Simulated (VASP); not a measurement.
Au: electric field gradients with PBEsol

Au:

```xyz
2
Lattice="2.9569 0.0000 0.0000 -1.4784 2.5607 0.0000 0.0000 0.0000 4.9757" Properties=species:S:1:pos:R:3 pbc="T T T"
Au    0.0000    1.7072    3.7318
Au    1.4784    0.8536    1.2439
```

This cell differs from its parent crystal: volume scaled by 1.06.

```json
{
 "Program": "VASP 6.6.1",
 "Task": "electric field gradients",
 "Functional": "PBEsol",
 "Potentials or basis": "VASP PAW PBE potentials, release 64 (Au_sv_GW)",
 "Cutoff": "400 eV",
 "k mesh": "14 × 14 × 8",
 "Occupations": "fermi-dirac, width 0.03 eV",
 "Spin": "no spin polarisation",
 "Dipole correction": "no",
 "Second run": "valence_matched",
 "Further INCAR settings": "ALGO = Normal; EDIFF = 1e-08; NBANDS = 26"
}
```

```json
{
 "Pressure": "-16.5 GPa",
 "Band gap on the k mesh": "zero (band 19 reaches 10.64 eV, above the bottom of band 20 at 4.65 eV)"
}
```

Stress tensor (GPa, compression positive):
```
-16.58   0.00   0.00
  0.00 -16.58   0.00
  0.00   0.00 -16.25
```

Levels at points of the mesh, in eV from the Fermi level:
```csv
k point,band 15,band 16,band 17,band 18,band 19,band 20,band 21,band 22,band 23,band 24
"(0.00, 0.00, 0.00)",-3.80,-3.19,-3.19,-2.05,-2.05,-0.71,2.22,14.60,15.55,16.59
"(0.50, 0.00, 0.00)",-3.24,-1.86,-1.78,-1.63,0.39,1.38,5.48,6.65,6.96,10.07
"(0.00, 0.00, 0.50)",-4.09,-4.09,-2.44,-2.44,-2.44,-2.44,9.95,9.95,14.85,14.85
"(0.50, 0.00, 0.50)",-2.21,-2.21,-1.69,-1.69,0.67,0.67,3.48,3.48,12.74,12.74
```

Electric field gradients, principal values (V/Å²):
```tsv
atom	least	middle	greatest (by size)
1 Au	-5.876	-5.878	11.754
2 Au	-5.876	-5.878	11.754
```

Run time: 110 s on 1 thread of Intel(R) Xeon(R) Platinum 8375C CPU @ 2.90GHz (Ice Lake) (shared host), peak memory 0.19 GiB.

Caveat: without QUAD_EFG the Cq values of the log hold for a quadrupole moment of 1 mb, not for the nuclei; the PAW data sets were made with another functional, which shifts forces and pressure a little; spin-orbit coupling is left out, which moves the levels of the heavy elements.
